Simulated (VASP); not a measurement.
Write the native input for VASP 6.6.1 that does the following.

```
Task                   : single point
Functional             : PBE
Potentials or basis    : VASP PAW PBE potentials, release 64 (Ti_sv)
Cutoff                 : 520 eV
k mesh                 : 13 × 13 × 7
Occupations            : fermi-dirac, width 0.08 eV
Spin                   : no spin polarisation
Dipole correction      : no
Further INCAR settings : ALGO = Normal; EDIFF = 1e-07; NBANDS = 19
```

The structure of Ti lies in POSCAR:

```
Ti
1.0
    2.9888180735      0.0000000000      0.0000000000
   -1.4944090368      2.5883923789      0.0000000000
    0.0000000000      0.0000000000      4.7476649663
Ti
2
Direct
    0.3333333333      0.6666666667      0.2500000000
    0.6666666667      0.3333333333      0.7500000000
```

One way to write it, as run:

INCAR

```
SYSTEM = Ti
  PREC = Accurate
  ENCUT = 520
  EDIFF = 1E-7
  ISMEAR = -1
  SIGMA = 0.08
  LREAL = .FALSE.
  LASPH = .TRUE.
  NELM = 60
  ALGO = Normal
  ISIF = 2
  LWAVE = .FALSE.
  LCHARG = .FALSE.
  GGA = PE
  NBANDS = 19
```

KPOINTS

```
regular mesh
0
G
  13 13 7
  0 0 0
```

Potentials or basis: VASP PAW PBE potentials, release 64 (Ti_sv).

Command:

```sh
$ cat potpaw_PBE.64/Ti_sv/POTCAR > POTCAR
$ mpirun -np 1 vasp_std > vasp.out
```

Results of the run:

```json
{"Pressure": "-5.6 GPa", "Band gap on the k mesh": "zero (bands 12 and 13 overlap by 1.04 eV)"}
```

Caveat: the cell stands under tension.

It took 79 s on 1 thread of Intel Xeon 8259CL (shared host), peak memory 0.18 GiB.
